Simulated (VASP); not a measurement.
# AlRu (R-3m) in VASP: notebook

The runs below take AlRu through single point, with PBE.

Program: VASP 6.6.1. These are calculated values, not measurements. Logs are shortened: lines on timing, memory, paths and dates and some standing lists are left out, and cuts for length are marked.

## 1. The cell of the first run

The structure is trigonal, space group R-3m (No. 166). Conventional cell: a = 5.330 Å, b = 5.330 Å, c = 3.264 Å, α = 90.00°, β = 90.00°, γ = 120.00°. Within 2.2 Å of Al (site symmetry -3m) lie 2 Ru at 1.63 Å. Within 2.2 Å of Ru (site symmetry -3m) lie 2 Al at 1.63 Å.

## 2. Single point, PBE

INCAR reads:

```
SYSTEM = AlRu
PREC     = Accurate       ! precision mode
ENCUT    = 520            ! plane-wave cutoff, eV
EDIFF    = 1E-6           ! SCF threshold, eV
ISMEAR   = 0              ! smearing method
SIGMA    = 0.15           ! smearing width, eV
LREAL    = .False.        ! projectors in reciprocal space
LASPH    = .True.         ! aspherical terms in the spheres
NELM     = 100            ! most SCF steps
ALGO     = Fast           ! electronic algorithm
ISIF     = 2              ! what is computed and relaxed
LWAVE    = .False.        ! write WAVECAR
LCHARG   = .False.        ! write CHGCAR
GGA      = PE             ! functional
NBANDS   = 16             ! bands
```

KPOINTS reads:

```
regular mesh
0
Gamma
  18 18 18
  0 0 0
```

POSCAR reads:

```
AlRu
1.0
    3.1409831774     -0.6281966355     -0.6281966355
   -0.6281966355      3.1409831774     -0.6281966355
   -0.6281966355     -0.6281966355      3.1409831774
Al Ru
1 1
Direct
    0.0000000000      0.0000000000      0.0000000000
    0.5000000000      0.5000000000      0.5000000000
```

Potentials or basis: VASP PAW PBE potentials, release 64 (Al, Ru_pv).

Command:

```sh
$ cat potpaw_PBE.64/Al/POTCAR potpaw_PBE.64/Ru_pv/POTCAR > POTCAR
$ mpirun -np 1 vasp_std > vasp.out
```

OUTCAR:

```text
SYSTEM = AlRu
   PREC = Accurate
   ENCUT = 520
   EDIFF = 1E-6
   ISMEAR = 0
   LREAL = .False.
   LASPH = .True.
   NELM = 100
   ISIF = 2
   GGA = PE

 ion  position               nearest neighbor table
   1  0.000  0.000  0.000-   2 1.63   2 1.63   2 3.13   2 3.13   2 3.13   2 3.13   2 3.13   2 3.13

   2  0.500  0.500  0.500-   1 1.63   1 1.63   1 3.13   1 3.13   1 3.13   1 3.13   1 3.13   1 3.13

 -----------------------------------------------------------------------------
|                                                                             |
|           W    W    AA    RRRRR   N    N  II  N    N   GGGG   !!!           |
|           W    W   A  A   R    R  NN   N  II  NN   N  G    G  !!!           |
|           W    W  A    A  R    R  N N  N  II  N N  N  G       !!!           |
|           W WW W  AAAAAA  RRRRR   N  N N  II  N  N N  G  GGG   !            |
|           WW  WW  A    A  R   R   N   NN  II  N   NN  G    G                |
|           W    W  A    A  R    R  N    N  II  N    N   GGGG   !!!           |
|                                                                             |
|     The distance between some ions is very small. Please check the          |
|     nearest-neighbor list in the OUTCAR file.                               |
|     I HOPE YOU KNOW WHAT YOU ARE DOING!                                     |
|                                                                             |
 -----------------------------------------------------------------------------

  LATTYP: Found a body centered cubic cell.
 ALAT       =     3.7691798129

  Lattice vectors:

 A1 = (   3.1409831774,  -0.6281966355,  -0.6281966355)
 A2 = (  -0.6281966355,   3.1409831774,  -0.6281966355)
 A3 = (  -0.6281966355,  -0.6281966355,   3.1409831774)

Analysis of symmetry for initial positions (statically):
=====================================================================
 Subroutine PRICEL returns:
 Original cell was already a primitive cell.

 Routine SETGRP: Setting up the symmetry group for a
 body centered cubic supercell.

 Subroutine GETGRP returns: Found 12 space group operations
 (whereof 12 operations were pure point group operations)
 out of a pool of 48 trial point group operations.

The static configuration has the point symmetry D_3d.

Analysis of symmetry for dynamics (positions and initial velocities):
=====================================================================
 Subroutine PRICEL returns:
 Original cell was already a primitive cell.

 Routine SETGRP: Setting up the symmetry group for a
 body centered cubic supercell.

 Subroutine GETGRP returns: Found 12 space group operations
 (whereof 12 operations were pure point group operations)
 out of a pool of 48 trial point group operations.

The dynamic configuration has the point symmetry D_3d.

 Subroutine INISYM returns: Found 12 space group operations
 (whereof 12 operations are pure point group operations),
 and found     1 'primitive' translations

----------------------------------------------------------------------------------------

                                     Primitive cell

  volume of cell :      26.7738

  direct lattice vectors                    reciprocal lattice vectors
     3.140983177 -0.628196636 -0.628196636     0.353746279  0.088436570  0.088436570
    -0.628196636  3.140983177 -0.628196636     0.088436570  0.353746279  0.088436570
    -0.628196636 -0.628196636  3.140983177     0.088436570  0.088436570  0.353746279

  length of vectors
     3.264205469  3.264205469  3.264205469     0.375204589  0.375204589  0.375204589

  position of ions in fractional coordinates (direct lattice)
     0.000000000  0.000000000  0.000000000
     0.500000000  0.500000000  0.500000000

  ion indices of the primitive-cell ions
   primitive index   ion index
                 1           1
                 2           2

----------------------------------------------------------------------------------------

 KPOINTS: regular mesh

Automatic generation of k-mesh.
 Grid dimensions read from file:
 generate k-points for:   18   18   18

 Generating k-lattice:

  Cartesian coordinates                     Fractional coordinates (reciprocal lattice)
     0.019652571  0.004913143  0.004913143     0.055555556 -0.000000000 -0.000000000
     0.004913143  0.019652571  0.004913143    -0.000000000  0.055555556 -0.000000000
     0.004913143  0.004913143  0.019652571    -0.000000000 -0.000000000  0.055555556

  Length of vectors
     0.020844699  0.020844699  0.020844699

  Shift w.r.t. Gamma in fractional coordinates (k-lattice)
     0.000000000  0.000000000  0.000000000

 Subroutine IBZKPT returns following result:
 ===========================================

 Found    580 irreducible k-points:

 Following reciprocal coordinates:
            Coordinates               Weight
  0.000000  0.000000  0.000000      1.000000
  0.055556  0.000000 -0.000000      6.000000
  0.055556  0.000000 -0.055556      6.000000
  0.111111  0.000000 -0.000000      6.000000
  0.111111  0.000000 -0.111111      6.000000
  0.166667 -0.000000 -0.000000      6.000000
[... 16 lines left out ...]
  0.111111  0.055556 -0.000000     12.000000
  0.166667  0.000000 -0.111111     12.000000
 [... further k-points ...]
   k-points           NKPTS =    580   k-points in BZ     NKDIM =    580   number of bands    NBANDS=     16
   number of dos      NEDOS =    301   number of ions     NIONS =      2
   total plane-waves  NPLWV =  13824
   dimension x,y,z NGX =    24 NGY =   24 NGZ =   24
   dimension x,y,z NGXF=    48 NGYF=   48 NGZF=   48
   ions per type =               1   1
   NGX,Y,Z   is equivalent  to a cutoff of  12.22, 12.22, 12.22 a.u.
   NGXF,Y,Z  is equivalent  to a cutoff of  24.45, 24.45, 24.45 a.u.
 SYSTEM =  AlRu
   PREC   = accura    normal or accurate (medium, high low for compatibility)
   ISTART =      0    job   : 0-new  1-cont  2-samecut
   ICHARG =      2    charge: 1-file 2-atom 10-const
   ISPIN  =      1    spin polarized calculation?
   LNONCOLLINEAR =      F non collinear calculations
   LSORBIT =      F    spin-orbit coupling
   LASPH  =      T    aspherical Exc in radial PAW
   ENCUT  =  520.0 eV  38.22 Ry    6.18 a.u.   6.07  6.07  6.07*2*pi/ulx,y,z
   NELM   =    100;   NELMIN=  2; NELMDL= -5     # of ELM steps
   EDIFF  = 0.1E-05   stopping-criterion for ELM
   LREAL  =      F    real-space projection
   EDIFFG = 0.1E-04   stopping-criterion for IOM
   NSW    =      0    number of steps for IOM
   IBRION =     -1    ionic relax: 0-MD 1-quasi-New 2-CG
   NFREE  =      0    steps in history (QN), initial steepest desc. (CG)
   ISIF   =      2    stress and relaxation
   ISYM   =      2    0-nonsym 1-usesym 2-fastsym
   POTIM  = 0.5000    time-step for ionic-motion
   TEBEG  =    0.0;   TEEND  =   0.0 temperature during run
   PSTRESS=    0.0 pullay stress
   NELECT =      17.0000    total number of electrons
   NUPDOWN=      -1.0000    fix difference up-down
   EMIN   =  10.00;   EMAX   =-10.00  energy-range for DOS
   EFERMI =   0.00;   METHOD = LEGACY
   ISMEAR =     0;   SIGMA  =   0.15  broadening in eV -4-tet -1-fermi 0-gaus
   EFERMI_NEDOS =   21; number of points for ismear=-14 and -15
   IALGO  =     68    algorithm
   IMIX   =      4    mixing-type and parameters
     AMIX     =   0.40;   BMIX     =  1.00
     AMIX_MAG =   1.60;   BMIX_MAG =  1.00
  volume/ion in A,a.u.               =      13.39        90.34
  Fermi-wavevector in a.u.,A,eV,Ry     =   1.407087  2.659009 26.938090  1.979894
  Thomas-Fermi vector in A             =   2.529382
   LORBIT       =      0    0 simple, 1 ext, 2 COOP (PROOUT), +10 PAW based schemes
   GGA     = PE    functional components
   LHFCALC =     F    Hartree Fock is set to
   AEXX    =    0.0000 exact exchange contribution
   IVDW    =     0    specifies the selected vdW correction
   LEPSILON=     F    determine dielectric tensor
   LRPA    =     F    only Hartree local field effects (RPA)
 non-spin polarized calculation
 RMM-DIIS sequential band-by-band and
 Gauss-broadening in eV      SIGMA  =   0.15
  energy-cutoff  :      520.00
  volume of cell :       26.77
 maximum number of plane-waves:       736
   NGX = 13   NGY = 13   NGZ = 13

 number of electron      16.9999994 magnetization

 Free energy of the ion-electron system (eV)
  ---------------------------------------------------
  ext. energy  EPLUGINS =         0.00000000
  ---------------------------------------------------
  free energy    TOTEN  =         1.56563330 eV

  energy without entropy =        1.57600714  energy(sigma->0) =        1.57082022

 E-fermi :  10.3307     XC(G=0): -12.1232

 val. band max:       10.3280534170   @ k =  -0.3333   0.3333   0.3333
 cond. band min:      10.3313289504   @ k =  -0.3889   0.5000   0.2222
 fundamental gap:      0.0032755334
 Fermi energy:        10.3306909092

 k-point     1 :       0.0000    0.0000    0.0000
  band No.  band energies     occupation
      1     -32.6121      2.00000
      2     -31.1712      2.00000
      3     -31.1712      2.00000
      4       1.7881      2.00000
      5       6.5122      2.00000
      6       6.5732      2.00000
[... 8 lines left out ...]
     15      23.8386      0.00000
     16      24.7008      0.00000

 k-point     2 :       0.0556    0.0000   -0.0000
  band No.  band energies     occupation
      1     -32.6296      2.00000
      2     -31.1742      2.00000
      3     -31.1721      2.00000
      4       1.8658      2.00000
      5       6.5162      2.00000
      6       6.5714      2.00000
[... 8 lines left out ...]
     15      24.1115      0.00000
     16      24.7082      0.00000

 k-point     3 :       0.0556    0.0000   -0.0556
  band No.  band energies     occupation
      1     -32.6125      2.00000
      2     -31.1749      2.00000
      3     -31.1721      2.00000
      4       1.8603      2.00000
      5       6.4935      2.00000
      6       6.5843      2.00000
[... 8 lines left out ...]
     15      24.4714      0.00000
     16      24.7017      0.00000
[... 362 lines left out ...]
 k-point    23 :       0.1111    0.0556   -0.0000
  band No.  band energies     occupation
      1     -32.7558      2.00000
      2     -31.1864      2.00000
      3     -31.1800      2.00000
      4       2.3288      2.00000
      5       6.3296      2.00000
      6       6.4910      2.00000
[... 8 lines left out ...]
     15      23.1464      0.00000
     16      24.7145      0.00000

 k-point    24 :       0.1667    0.0000   -0.1111
  band No.  band energies     occupation
      1     -32.6317      2.00000
      2     -31.1947      2.00000
      3     -31.1765      2.00000
      4       2.2866      2.00000
      5       6.3445      2.00000
      6       6.6716      2.00000
[... 8 lines left out ...]
     15      24.6984      0.00000
     16      24.8631      0.00000

 [... further k-points ...]
[... 5 lines left out ...]
  --------------------------------------------------------------------------------------
  -------------------------------------------------------------------------------------
  Total       28.1479875     28.1479875     28.1479875     32.6589499     32.6589499     32.6589499
  in kB     1684.4082454   1684.4082454   1684.4082454   1954.3494686   1954.3494686   1954.3494686
  external PRESSURE =    1684.4082454 kB  Pullay stress =       0.0000000 kB

 VOLUME and BASIS-vectors are now :
 -----------------------------------------------------------------------------
  energy-cutoff  :      520.00
  volume of cell :       26.77
      direct lattice vectors                 reciprocal lattice vectors
     3.140983177 -0.628196636 -0.628196636     0.353746279  0.088436570  0.088436570
    -0.628196636  3.140983177 -0.628196636     0.088436570  0.353746279  0.088436570
    -0.628196636 -0.628196636  3.140983177     0.088436570  0.088436570  0.353746279

 POSITION                                       TOTAL-FORCE (eV/Angst)
 -----------------------------------------------------------------------------------
      0.00000      0.00000      0.00000        -0.000000     -0.000000      0.000000
      0.94229      0.94229      0.94229         0.000000      0.000000     -0.000000
 -----------------------------------------------------------------------------------
    total drift:                                0.000000     -0.000000     -0.000000

  FREE ENERGIE OF THE ION-ELECTRON SYSTEM (eV)
  ---------------------------------------------------
  free  energy   TOTEN  =         1.5656332981 eV

  energy  without entropy=        1.5760071362  energy(sigma->0) =        1.57082022
```

It took 2.1 min on 1 thread of Intel Xeon 6975P-C, shared host; peak memory 0.34 GiB.

Results:

```yaml
Free_energy: 1.5656 eV
Pressure: 168.4 GPa
```

Levels at points of the mesh, in eV from the Fermi level:
```
           k point  band 7  band 8  band 9  band 10  band 11  band 12
(0.00, 0.00, 0.00)   -3.76   -1.34   -1.34     7.68     7.68    11.92
(0.50, 0.00, 0.00)   -2.06   -1.12   -0.60     1.90     6.17     9.24
(0.50, 0.00, 0.50)   -3.06   -2.87    0.51     2.60     4.85     8.43
(0.50, 0.50, 0.50)   -0.04   -0.04    2.51     3.01     3.01     6.37
```

## 3. Single point, PBE

This run uses another cell than the first one, of the same volume but with other edges.

INCAR reads:

```
SYSTEM = AlRu
PREC     = Accurate       ! precision mode
ENCUT    = 520            ! plane-wave cutoff, eV
EDIFF    = 1E-6           ! SCF threshold, eV
ISMEAR   = 0              ! smearing method
SIGMA    = 0.15           ! smearing width, eV
LREAL    = .FALSE.        ! projectors in reciprocal space
LASPH    = .TRUE.         ! aspherical terms in the spheres
NELM     = 100            ! most SCF steps
ALGO     = Fast           ! electronic algorithm
ISIF     = 2              ! what is computed and relaxed
LWAVE    = .FALSE.        ! write WAVECAR
LCHARG   = .FALSE.        ! write CHGCAR
GGA      = PE             ! functional
NBANDS   = 16             ! bands
```

KPOINTS reads:

```
Automatic mesh
0
G
  18 18 18
  0 0 0
```

POSCAR reads:

```
AlRu
1.0
    3.0292290369     -0.3241610408     -0.3241610408
   -0.3241610408      3.0292290369     -0.3241610408
   -0.3241610408     -0.3241610408      3.0292290369
Al Ru
1 1
Direct
    0.0000000000      0.0000000000      0.0000000000
    0.5000000000      0.5000000000      0.5000000000
```

Potentials or basis: VASP PAW PBE potentials, release 64 (Al, Ru_pv).

Command:

```sh
$ cat potpaw_PBE.64/Al/POTCAR potpaw_PBE.64/Ru_pv/POTCAR > POTCAR
$ mpirun -np 1 vasp_std > vasp.out
```

OUTCAR:

```text
SYSTEM = AlRu
   PREC = Accurate
   ENCUT = 520
   EDIFF = 1E-6
   ISMEAR = 0
   LREAL = .FALSE.
   LASPH = .TRUE.
   NELM = 100
   ISIF = 2
   GGA = PE

 ion  position               nearest neighbor table
   1  0.000  0.000  0.000-   2 2.06   2 2.06   2 2.82   2 2.82   2 2.82   2 2.82   2 2.82   2 2.82

   2  0.500  0.500  0.500-   1 2.06   1 2.06   1 2.82   1 2.82   1 2.82   1 2.82   1 2.82   1 2.82

  LATTYP: Found a trigonal (rhomboedric) cell.
 ALAT       =     3.0637214819
 COS(alpha) =    -0.1980352222

  Lattice vectors:

 A1 = (   3.0292290369,  -0.3241610408,  -0.3241610408)
 A2 = (  -0.3241610408,   3.0292290369,  -0.3241610408)
[... 628 lines left out ...]
      6       7.5948      2.00000
[... 8 lines left out ...]
     15      24.2914      0.00000
     16      24.4695      0.00000

 [... further k-points ...]
[... 5 lines left out ...]
  --------------------------------------------------------------------------------------
  -------------------------------------------------------------------------------------
  Total        5.5784054      5.5784054      5.5784054      8.7168640      8.7168640      8.7168640
  in kB      333.8182552    333.8182552    333.8182552    521.6272608    521.6272608    521.6272608
  external PRESSURE =     333.8182552 kB  Pullay stress =       0.0000000 kB

 VOLUME and BASIS-vectors are now :
 -----------------------------------------------------------------------------
  energy-cutoff  :      520.00
  volume of cell :       26.77
      direct lattice vectors                 reciprocal lattice vectors
     3.029229037 -0.324161041 -0.324161041     0.338806464  0.040600775  0.040600775
    -0.324161041  3.029229037 -0.324161041     0.040600775  0.338806464  0.040600775
    -0.324161041 -0.324161041  3.029229037     0.040600775  0.040600775  0.338806464

 POSITION                                       TOTAL-FORCE (eV/Angst)
 -----------------------------------------------------------------------------------
      0.00000      0.00000      0.00000         0.000000     -0.000000      0.000000
      1.19045      1.19045      1.19045        -0.000000      0.000000     -0.000000
 -----------------------------------------------------------------------------------
    total drift:                                0.000000     -0.000000     -0.000000

  FREE ENERGIE OF THE ION-ELECTRON SYSTEM (eV)
  ---------------------------------------------------
  free  energy   TOTEN  =       -11.6881762556 eV

  energy  without entropy=      -11.6689015487  energy(sigma->0) =      -11.67853890
```

stdout:

```text
POSCAR found type information on POSCAR AlRu
 POSCAR found :  2 types and       2 ions
 scaLAPACK will be used
 LDA part: xc-table for (Slater+PW92), standard interpolation
 POSCAR, INCAR and KPOINTS ok, starting setup
 FFT: planning ... GRIDC
 FFT: planning ... GRID_SOFT
 FFT: planning ... GRID
 WAVECAR not read
 entering main loop
WARNING in EDDRMM: call to ZHEGV failed, returncode =   6  3     14
```

It took 2 min on 1 thread of Intel Xeon 6975P-C, shared host; peak memory 0.34 GiB.

What came out:

- Free energy: -11.6882 eV
- Pressure: 33.4 GPa

Stress tensor (GPa, compression positive):
```
33.38 52.16 52.16
52.16 33.38 52.16
52.16 52.16 33.38
```

Levels at points of the mesh, in eV from the Fermi level:
```csv
k point,band 7,band 8,band 9,band 10,band 11,band 12
"(0.00, 0.00, 0.00)",-1.80,-0.08,-0.08,6.71,6.71,7.34
"(0.50, 0.00, 0.00)",-2.60,-0.58,-0.04,2.34,6.75,9.65
"(0.50, 0.50, 0.00)",-1.73,-1.20,1.17,1.28,4.47,7.98
"(0.50, 0.50, 0.50)",1.11,1.11,1.71,2.84,2.84,7.81
```

## 4. Single point, PBE

This run uses another cell than the first one, of the same volume but with other edges.

INCAR reads:

```
  ALGO = Fast
  EDIFF = 1E-7
  ENCUT = 520
  GGA = PE
  ISIF = 2
  ISMEAR = 0
  LASPH = T
  LCHARG = F
  LREAL = F
  LWAVE = F
  NBANDS = 16
  NELM = 100
  PREC = Accurate
  SIGMA = 0.15
```

KPOINTS reads:

```
k-points
0
Gamma
  18 18 18
```

POSCAR reads:

```
AlRu
1.0
    3.0324730129      0.3646081922      0.3646081922
    0.3646081922      3.0324730129      0.3646081922
    0.3646081922      0.3646081922      3.0324730129
Al Ru
1 1
Direct
    0.0000000000      0.0000000000      0.0000000000
    0.5000000000      0.5000000000      0.5000000000
```

Command:

```sh
$ cat potpaw_PBE.64/Al/POTCAR potpaw_PBE.64/Ru_pv/POTCAR > POTCAR
$ mpirun -np 1 vasp_std > vasp.out
```

Run time: 2.6 min. Hardware: 1 thread of Intel Xeon 6975P-C, shared host; peak memory 0.34 GiB.

The run converged. Its results:

| Property | Result |
| --- | --- |
| Free energy | -13.3256 eV |
| Pressure | 16.9 GPa |

Stress tensor (GPa, compression positive):
```
 16.89 -11.29 -11.29
-11.29  16.89 -11.29
-11.29 -11.29  16.89
```

Levels at points of the mesh, in eV from the Fermi level:
| k point | band 6 | band 7 | band 8 | band 9 | band 10 | band 11 | band 12 | band 13 |
| --- | --- | --- | --- | --- | --- | --- | --- | --- |
| (0.00, 0.00, 0.00) | -3.16 | -0.92 | -0.92 | -0.03 | 6.38 | 6.38 | 7.36 | 12.49 |
| (0.50, 0.00, 0.00) | -3.21 | -1.25 | -1.06 | -0.41 | 2.32 | 7.54 | 9.16 | 11.66 |
| (0.50, 0.50, 0.00) | -2.24 | -1.09 | -0.57 | 0.61 | 1.12 | 4.19 | 6.91 | 8.35 |
| (0.50, 0.50, 0.50) | -4.06 | -1.03 | 1.02 | 1.02 | 4.81 | 5.56 | 6.40 | 6.40 |

(Part 1 of 2 ends here.)
